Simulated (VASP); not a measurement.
# C (P6_3/mmc) in VASP: a series of runs

Runs on C. Level: LDA. Tasks: single point.

The COD entry that gives the cell may itself be a prediction, so a difference from it is no test against experiment.

Everything below comes from runs of VASP 6.6.1. Logs are shortened: lines on timing, memory, paths and dates and some standing lists are left out, and cuts for length are marked.

### Step 1. The cell of the first run

It takes space group P6_3/mmc (No. 194, hexagonal). The conventional cell has a = 2.608 Å, b = 2.608 Å, c = 11.677 Å, α = 90.00°, β = 90.00°, γ = 120.00°. C (site symmetry 3m) has 4 C at 1.47 to 1.58 Å within 2.0 Å. Within 1.9 Å of C (site symmetry 3m) lie 4 C at 1.45 to 1.58 Å. C (site symmetry 3m) has 4 C at 1.45 to 1.58 Å within 1.9 Å.

### Step 2. Single point, LDA

Contents of INCAR:

```
SYSTEM = C
ALGO = Normal ; EDIFF = 1E-7
ENCUT = 520 ; ISIF = 2
ISMEAR = 0 ; LASPH = .TRUE.
LCHARG = .FALSE. ; LREAL = .FALSE.
LWAVE = .FALSE. ; NBANDS = 36
NELM = 60 ; PREC = Accurate
SIGMA = 0.05
```

Contents of KPOINTS:

```
k-points
0
G
  12 12 2
  0 0 0
```

Contents of POSCAR:

```
C
1.0
    2.6084000000      0.0000000000      0.0000000000
   -1.3042000000      2.2589406632      0.0000000000
    0.0000000000      0.0000000000     11.6772000000
C
12
Direct
    0.0000000000      0.0000000000      0.1868599868
    0.0000000000      0.0000000000      0.6868599868
    0.0000000000      0.0000000000      0.3131400132
    0.0000000000      0.0000000000      0.8131400132
    0.3333333333      0.6666666667      0.5207718743
    0.6666666667      0.3333333333      0.0207718743
    0.3333333333      0.6666666667      0.9792281257
    0.6666666667      0.3333333333      0.4792281257
    0.3333333333      0.6666666667      0.6450609412
    0.6666666667      0.3333333333      0.1450609412
    0.3333333333      0.6666666667      0.8549390588
    0.6666666667      0.3333333333      0.3549390588
```

Potentials or basis: VASP PAW LDA potentials, release 64 (C).

Command:

```
> cat potpaw_LDA.64/C/POTCAR > POTCAR
> mpirun -np 1 vasp_std > vasp.out
```

OUTCAR:

```text
SYSTEM = C
   EDIFF = 1E-7
   ENCUT = 520
   ISIF = 2
   ISMEAR = 0
   LASPH = .TRUE.
   LREAL = .FALSE.
   NELM = 60
   PREC = Accurate

 ion  position               nearest neighbor table
   1  0.000  0.000  0.187-   3 1.47  10 1.58  10 1.58  10 1.58
   2  0.000  0.000  0.687-   4 1.47   9 1.58   9 1.58   9 1.58
   3  0.000  0.000  0.313-   1 1.47  12 1.58  12 1.58  12 1.58
   4  0.000  0.000  0.813-   2 1.47  11 1.58  11 1.58  11 1.58
   5  0.333  0.667  0.521-   9 1.45   8 1.58   8 1.58   8 1.58
   6  0.667  0.333  0.021-  10 1.45   7 1.58   7 1.58   7 1.58
   7  0.333  0.667  0.979-  11 1.45   6 1.58   6 1.58   6 1.58
   8  0.667  0.333  0.479-  12 1.45   5 1.58   5 1.58   5 1.58
   9  0.333  0.667  0.645-   5 1.45   2 1.58   2 1.58   2 1.58
  10  0.667  0.333  0.145-   6 1.45   1 1.58   1 1.58   1 1.58
  11  0.333  0.667  0.855-   7 1.45   4 1.58   4 1.58   4 1.58
  12  0.667  0.333  0.355-   8 1.45   3 1.58   3 1.58   3 1.58

  LATTYP: Found a hexagonal cell.
 ALAT       =     2.6084000000
 C/A-ratio  =     4.4767673670

  Lattice vectors:

 A1 = (   2.6084000000,   0.0000000000,   0.0000000000)
 A2 = (  -1.3042000000,   2.2589406632,   0.0000000000)
 A3 = (   0.0000000000,   0.0000000000,  11.6772000000)

Analysis of symmetry for initial positions (statically):
=====================================================================
 Subroutine PRICEL returns:
 Original cell was already a primitive cell.

 Routine SETGRP: Setting up the symmetry group for a
 hexagonal supercell.

 Subroutine GETGRP returns: Found 24 space group operations
 (whereof 12 operations were pure point group operations)
 out of a pool of 24 trial point group operations.

The static configuration has the point symmetry D_3d.
 The point group associated with its full space group is D_6h.

Analysis of symmetry for dynamics (positions and initial velocities):
=====================================================================
 Subroutine PRICEL returns:
 Original cell was already a primitive cell.

 Routine SETGRP: Setting up the symmetry group for a
 hexagonal supercell.

 Subroutine GETGRP returns: Found 24 space group operations
 (whereof 12 operations were pure point group operations)
 out of a pool of 24 trial point group operations.

The dynamic configuration has the point symmetry D_3d.
 The point group associated with its full space group is D_6h.

 Subroutine INISYM returns: Found 24 space group operations
 (whereof 12 operations are pure point group operations),
 and found     1 'primitive' translations

----------------------------------------------------------------------------------------

                                     Primitive cell

  volume of cell :      68.8046

  direct lattice vectors                    reciprocal lattice vectors
     2.608400000  0.000000000  0.000000000     0.383376783  0.221342689  0.000000000
    -1.304200000  2.258940663  0.000000000     0.000000000  0.442685377  0.000000000
     0.000000000  0.000000000 11.677200000     0.000000000  0.000000000  0.085636968

  length of vectors
     2.608400000  2.608400000 11.677200000     0.442685377  0.442685377  0.085636968

  position of ions in fractional coordinates (direct lattice)
     0.000000000  0.000000000  0.186859987
     0.000000000  0.000000000  0.686859987
     0.000000000  0.000000000  0.313140013
     0.000000000  0.000000000  0.813140013
     0.333333333  0.666666667  0.520771874
     0.666666667  0.333333333  0.020771874
     0.333333333  0.666666667  0.979228126
     0.666666667  0.333333333  0.479228126
     0.333333333  0.666666667  0.645060941
     0.666666667  0.333333333  0.145060941
     0.333333333  0.666666667  0.854939059
     0.666666667  0.333333333  0.354939059

  ion indices of the primitive-cell ions
   primitive index   ion index
                 1           1
                 2           2
                 3           3
                 4           4
                 5           5
                 6           6
                 7           7
                 8           8
                 9           9
                10          10
                11          11
                12          12

----------------------------------------------------------------------------------------

 KPOINTS: k-points

Automatic generation of k-mesh.
 Grid dimensions read from file:
 generate k-points for:   12   12    2

 Generating k-lattice:

  Cartesian coordinates                     Fractional coordinates (reciprocal lattice)
     0.031948065  0.018445224  0.000000000     0.083333333  0.000000000  0.000000000
     0.000000000  0.036890448  0.000000000     0.000000000  0.083333333  0.000000000
     0.000000000  0.000000000  0.042818484     0.000000000  0.000000000  0.500000000

  Length of vectors
     0.036890448  0.036890448  0.042818484

  Shift w.r.t. Gamma in fractional coordinates (k-lattice)
     0.000000000  0.000000000  0.000000000

 Subroutine IBZKPT returns following result:
 ===========================================

 Found     38 irreducible k-points:

 Following reciprocal coordinates:
            Coordinates               Weight
  0.000000  0.000000  0.000000      1.000000
  0.083333 -0.000000  0.000000      6.000000
  0.166667 -0.000000  0.000000      6.000000
  0.250000 -0.000000  0.000000      6.000000
  0.333333 -0.000000  0.000000      6.000000
  0.416667  0.000000  0.000000      6.000000
[... 16 lines left out ...]
  0.250000 -0.000000  0.500000      6.000000
  0.333333 -0.000000  0.500000      6.000000
 [... further k-points ...]
   k-points           NKPTS =     38   k-points in BZ     NKDIM =     38   number of bands    NBANDS=     36
   number of dos      NEDOS =    301   number of ions     NIONS =     12
   total plane-waves  NPLWV =  36000
   dimension x,y,z NGX =    20 NGY =   20 NGZ =   90
   dimension x,y,z NGXF=    40 NGYF=   40 NGZF=  180
   ions per type =              12
   NGX,Y,Z   is equivalent  to a cutoff of  12.75, 12.75, 12.81 a.u.
   NGXF,Y,Z  is equivalent  to a cutoff of  25.49, 25.49, 25.63 a.u.
 SYSTEM =  C
   PREC   = accura    normal or accurate (medium, high low for compatibility)
   ISTART =      0    job   : 0-new  1-cont  2-samecut
   ICHARG =      2    charge: 1-file 2-atom 10-const
   ISPIN  =      1    spin polarized calculation?
   LNONCOLLINEAR =      F non collinear calculations
   LSORBIT =      F    spin-orbit coupling
   LASPH  =      T    aspherical Exc in radial PAW
   ENCUT  =  520.0 eV  38.22 Ry    6.18 a.u.   4.85  4.85 21.71*2*pi/ulx,y,z
   NELM   =     60;   NELMIN=  2; NELMDL= -5     # of ELM steps
   EDIFF  = 0.1E-06   stopping-criterion for ELM
   LREAL  =      F    real-space projection
   EDIFFG = 0.1E-05   stopping-criterion for IOM
   NSW    =      0    number of steps for IOM
   IBRION =     -1    ionic relax: 0-MD 1-quasi-New 2-CG
   NFREE  =      0    steps in history (QN), initial steepest desc. (CG)
   ISIF   =      2    stress and relaxation
   ISYM   =      2    0-nonsym 1-usesym 2-fastsym
   POTIM  = 0.5000    time-step for ionic-motion
   TEBEG  =    0.0;   TEEND  =   0.0 temperature during run
   PSTRESS=    0.0 pullay stress
   NELECT =      48.0000    total number of electrons
   NUPDOWN=      -1.0000    fix difference up-down
   EMIN   =  10.00;   EMAX   =-10.00  energy-range for DOS
   EFERMI =   0.00;   METHOD = LEGACY
   ISMEAR =     0;   SIGMA  =   0.05  broadening in eV -4-tet -1-fermi 0-gaus
   EFERMI_NEDOS =   21; number of points for ismear=-14 and -15
   IALGO  =     38    algorithm
   IMIX   =      4    mixing-type and parameters
     AMIX     =   0.40;   BMIX     =  1.00
     AMIX_MAG =   1.60;   BMIX_MAG =  1.00
  volume/ion in A,a.u.               =       5.73        38.69
  Fermi-wavevector in a.u.,A,eV,Ry     =   1.451942  2.743773 28.682934  2.108136
  Thomas-Fermi vector in A             =   2.569381
   LORBIT       =      0    0 simple, 1 ext, 2 COOP (PROOUT), +10 PAW based schemes
   GGA     = CA    functional components
   LHFCALC =     F    Hartree Fock is set to
   AEXX    =    0.0000 exact exchange contribution
   IVDW    =     0    specifies the selected vdW correction
   LEPSILON=     F    determine dielectric tensor
   LRPA    =     F    only Hartree local field effects (RPA)
 non-spin polarized calculation
 Gauss-broadening in eV      SIGMA  =   0.05
  energy-cutoff  :      520.00
  volume of cell :       68.80
 maximum number of plane-waves:      1879
 NGX is ok and might be reduce to    20
   NGX =  9   NGY =  9   NGZ = 43

 number of electron      47.9999999 magnetization

 Free energy of the ion-electron system (eV)
  ---------------------------------------------------
  ext. energy  EPLUGINS =         0.00000000
  ---------------------------------------------------
  free energy    TOTEN  =      -119.67281981 eV

  energy without entropy =     -119.67281981  energy(sigma->0) =     -119.67281981

 E-fermi :   9.9814     XC(G=0): -13.4382

 val. band max:        9.7729630408   @ k =   0.0000   0.0000   0.0000
 cond. band min:      12.9499902245   @ k =   0.5000  -0.0000   0.0000
 fundamental gap:      3.1770271836
 Fermi energy:         9.9814393917

 k-point     1 :       0.0000    0.0000    0.0000
  band No.  band energies     occupation
      1     -11.6559      2.00000
      2     -10.8192      2.00000
      3     -10.7735      2.00000
      4      -8.2794      2.00000
      5      -8.2288      2.00000
      6      -4.4726      2.00000
[... 28 lines left out ...]
     35      16.6994      0.00000
     36      16.7672      0.00000
[... 866 lines left out ...]
      6      -4.2483      2.00000
[... 28 lines left out ...]
     35      20.0225      0.00000
     36      20.0226      0.00000

 [... further k-points ...]

------------------------ aborting loop because EDIFF is reached ----------------------------------------

  FORCE on cell =-STRESS in cart. coord.  units (eV):
  Direction    XX          YY          ZZ          XY          YZ          ZX
  --------------------------------------------------------------------------------------
  -------------------------------------------------------------------------------------
  Total      -21.3674789    -21.3674789     29.7573757      0.0000000      0.0000000      0.0000000
  in kB     -497.5607711   -497.5607711    692.9269885      0.0000000      0.0000000      0.0000000
  external PRESSURE =    -100.7315179 kB  Pullay stress =       0.0000000 kB

 VOLUME and BASIS-vectors are now :
 -----------------------------------------------------------------------------
  energy-cutoff  :      520.00
  volume of cell :       68.80
      direct lattice vectors                 reciprocal lattice vectors
     2.608400000  0.000000000  0.000000000     0.383376783  0.221342689  0.000000000
    -1.304200000  2.258940663  0.000000000     0.000000000  0.442685377  0.000000000
     0.000000000  0.000000000 11.677200000     0.000000000  0.000000000  0.085636968

 POSITION                                       TOTAL-FORCE (eV/Angst)
 -----------------------------------------------------------------------------------
      0.00000      0.00000      2.18200        -0.000000      0.000000     -0.820763
      0.00000      0.00000      8.02060         0.000000     -0.000000     -0.820763
      0.00000      0.00000      3.65660        -0.000000      0.000000      0.820763
      0.00000      0.00000      9.49520         0.000000     -0.000000      0.820763
     -0.00000      1.50596      6.08116        -0.000000      0.000000     -0.870667
      1.30420      0.75298      0.24256        -0.000000     -0.000000     -0.870667
     -0.00000      1.50596     11.43464        -0.000000      0.000000      0.870667
      1.30420      0.75298      5.59604         0.000000     -0.000000      0.870667
     -0.00000      1.50596      7.53251        -0.000000      0.000000      0.553418
      1.30420      0.75298      1.69391         0.000000     -0.000000      0.553418
     -0.00000      1.50596      9.98329         0.000000     -0.000000     -0.553418
      1.30420      0.75298      4.14469         0.000000     -0.000000     -0.553418
 -----------------------------------------------------------------------------------
    total drift:                                0.000000      0.000000      0.000000

  FREE ENERGIE OF THE ION-ELECTRON SYSTEM (eV)
  ---------------------------------------------------
  free  energy   TOTEN  =      -119.6728198127 eV

  energy  without entropy=     -119.6728198127  energy(sigma->0) =     -119.67281981
```

Wall time 46 s (1 thread of Intel Xeon 6975P-C (Granite Rapids), shared host); peak memory 0.18 GiB.

What came out:

```yaml
Free_energy: -119.6728 eV
Pressure: -10.1 GPa
Largest_force: 0.871 eV/Å
Band_gap_on_the_k_mesh: 3.18 eV, indirect (least direct gap 4.16 eV)
```

Forces in eV/Å, atoms in the order of the input:
```
C    0.000  0.000 -0.821
C    0.000  0.000 -0.821
C    0.000  0.000  0.821
C    0.000  0.000  0.821
C    0.000  0.000 -0.871
C    0.000  0.000 -0.871
C    0.000  0.000  0.871
C    0.000  0.000  0.871
C    0.000  0.000  0.553
C    0.000  0.000  0.553
C    0.000  0.000 -0.553
C    0.000  0.000 -0.553
```

Stress tensor (GPa, compression positive):
```
-49.76   0.00   0.00
  0.00 -49.76   0.00
  0.00   0.00  69.29
```

### Step 3. Single point, LDA

This run uses another cell than the first one, of 5.77 Å³/atom, 1.006 times its volume.

Contents of INCAR:

```
SYSTEM = C
PREC = Accurate ; ENCUT = 520
EDIFF = 1E-6 ; ISMEAR = 0
SIGMA = 0.05 ; LREAL = .FALSE.
LASPH = .TRUE. ; NELM = 100
ALGO = Normal ; ISIF = 2
LWAVE = .FALSE. ; LCHARG = .FALSE.
NBANDS = 36
```

Contents of KPOINTS:

```
Automatic mesh
0
G
  12 12 2
  0 0 0
```

Changes to POSCAR since step 2:

```diff
@@ -2,5 +2,5 @@
 1.0
-    2.6084000000      0.0000000000      0.0000000000
-   -1.3042000000      2.2589406632      0.0000000000
-    0.0000000000      0.0000000000     11.6772000000
+    2.5503000000      0.0000000000      0.0000000000
+   -1.2751500000      2.2086245873      0.0000000000
+    0.0000000000      0.0000000000     12.2917957867
 C
```

Potentials or basis: VASP PAW LDA potentials, release 64 (C).

Command:

```
> cat potpaw_LDA.64/C/POTCAR > POTCAR
> mpirun -np 1 vasp_std > vasp.out
```

Wall time 43 s (1 thread of Intel Xeon 6975P-C (Granite Rapids), shared host); peak memory 0.19 GiB.

The run converged. Its results:

```
Free energy            : -121.1511 eV
Pressure               : -18.0 GPa
Largest force          : 0.101 eV/Å
Band gap on the k mesh : 4.18 eV, indirect (least direct gap 5.04 eV)
```

Forces in eV/Å, atoms in the order of the input:
```
C    0.000  0.000 -0.101
C    0.000  0.000 -0.101
C    0.000  0.000  0.101
C    0.000  0.000  0.101
C    0.000  0.000 -0.093
C    0.000  0.000 -0.093
C    0.000  0.000  0.093
C    0.000  0.000  0.093
C    0.000  0.000  0.046
C    0.000  0.000  0.046
C    0.000  0.000 -0.046
C    0.000  0.000 -0.046
```

Stress tensor (GPa, compression positive):
```
-26.82   0.00   0.00
  0.00 -26.82   0.00
  0.00   0.00  -0.49
```

Levels at points of the mesh, in eV from the valence-band top:
```tsv
k point	band 20	band 21	band 22	band 23	band 24	band 25	band 26	band 27	band 28	band 29
(0.00, 0.00, 0.00)	-1.06	-1.06	-0.18	0.00	0.00	5.04	5.04	5.89	6.19	6.19
(0.50, 0.00, 0.00)	-4.26	-4.01	-3.96	-3.54	-2.76	4.23	4.87	4.93	5.76	6.76
(0.00, 0.00, 0.50)	-1.24	-0.35	-0.35	-0.35	-0.35	5.46	5.46	5.46	5.46	6.33
(0.50, 0.00, 0.50)	-4.93	-3.67	-3.67	-3.13	-3.13	4.40	4.40	5.72	5.72	6.06
```

A k mesh can miss the band edges.

### Step 4. Single point, LDA

This run uses another cell than the first one, of 5.78 Å³/atom, 1.009 times its volume.

Contents of INCAR:

```
PREC     = Accurate       # precision mode
ENCUT    = 520            # plane-wave cutoff, eV
EDIFF    = 1E-6           # SCF threshold, eV
ISMEAR   = 0              # smearing method
SIGMA    = 0.05           # smearing width, eV
LREAL    = False          # projectors in reciprocal space
LASPH    = True           # aspherical terms in the spheres
NELM     = 100            # most SCF steps
ALGO     = Normal         # electronic algorithm
ISIF     = 2              # what is computed and relaxed
LWAVE    = False          # write WAVECAR
LCHARG   = True           # write CHGCAR
GGA      = CA             # functional
LELF     = True           # ELF
LVHAR    = True         
NBANDS   = 36             # bands
```

Contents of KPOINTS:

```
Automatic mesh
0
Gamma
  12 12 2
```

Changes to POSCAR since step 3:

```diff
@@ -2,5 +2,5 @@
 1.0
-    2.5503000000      0.0000000000      0.0000000000
-   -1.2751500000      2.2086245873      0.0000000000
-    0.0000000000      0.0000000000     12.2917957867
+    2.4921382545      0.0000000000      0.0000000000
+   -1.2460691272      2.1582550381      0.0000000000
+    0.0000000000      0.0000000000     12.9064000000
 C
```

Command:

```
> cat potpaw_LDA.64/C/POTCAR > POTCAR
> mpirun -np 1 vasp_std > vasp.out
```

It took 40 s on 1 thread of Intel Xeon 6975P-C (Granite Rapids), shared host; peak memory 0.19 GiB.

It converged, with:

```yaml
Free_energy: -120.8403 eV
Pressure: -18.2 GPa
Largest_force: 0.128 eV/Å
Band_gap_on_the_k_mesh: 4.21 eV, direct
```

Forces in eV/Å, atoms in the order of the input:
```
C    0.000  0.000 -0.092
C    0.000  0.000 -0.092
C    0.000  0.000  0.092
C    0.000  0.000  0.092
C    0.000  0.000 -0.031
C    0.000  0.000 -0.031
C    0.000  0.000  0.031
C    0.000  0.000  0.031
C    0.000  0.000  0.128
C    0.000  0.000  0.128
C    0.000  0.000 -0.128
C    0.000  0.000 -0.128
```

Stress tensor (GPa, compression positive):
```
 -0.62   0.00   0.00
  0.00  -0.62   0.00
  0.00   0.00 -53.33
```

Levels at points of the mesh, in eV from the valence-band top:
```tsv
k point	band 20	band 21	band 22	band 23	band 24	band 25	band 26	band 27	band 28	band 29
(0.00, 0.00, 0.00)	-0.77	-0.77	-0.24	0.00	0.00	4.21	5.80	5.80	6.70	6.70
(0.50, 0.00, 0.00)	-4.40	-3.98	-3.95	-3.60	-3.05	4.79	5.14	5.64	5.75	5.81
(0.00, 0.00, 0.50)	-1.43	-0.24	-0.24	-0.24	-0.24	5.36	5.36	6.11	6.11	6.11
(0.50, 0.00, 0.50)	-4.71	-3.80	-3.80	-3.31	-3.31	5.01	5.01	5.30	5.30	6.28
```

A k mesh can miss the band edges. LDA gaps usually lie below the measured ones, often by a third to a half.

### Step 5. Summary

```csv
cell,gap on the mesh (eV),pressure (GPa),largest force (eV/Å)
"a = 2.608, b = 2.608, c = 11.677 Å, angles 90.0, 90.0, 120.0°, 12 atoms",3.18,-10.1,0.87
"a = 2.550, b = 2.550, c = 12.292 Å, angles 90.0, 90.0, 120.0°, 12 atoms",4.18,-18.0,0.10
"a = 2.492, b = 2.492, c = 12.906 Å, angles 90.0, 90.0, 120.0°, 12 atoms",4.21,-18.2,0.13
```

Alike in all rows: task single point; level LDA; potentials or basis VASP PAW LDA potentials, release 64 (C); no spin polarisation; k mesh 12 × 12 × 2; cutoff (eV) 520; smearing gaussian 0.05 eV.

Total energies depend on the potentials used, so only differences within one code and one set of settings carry meaning.
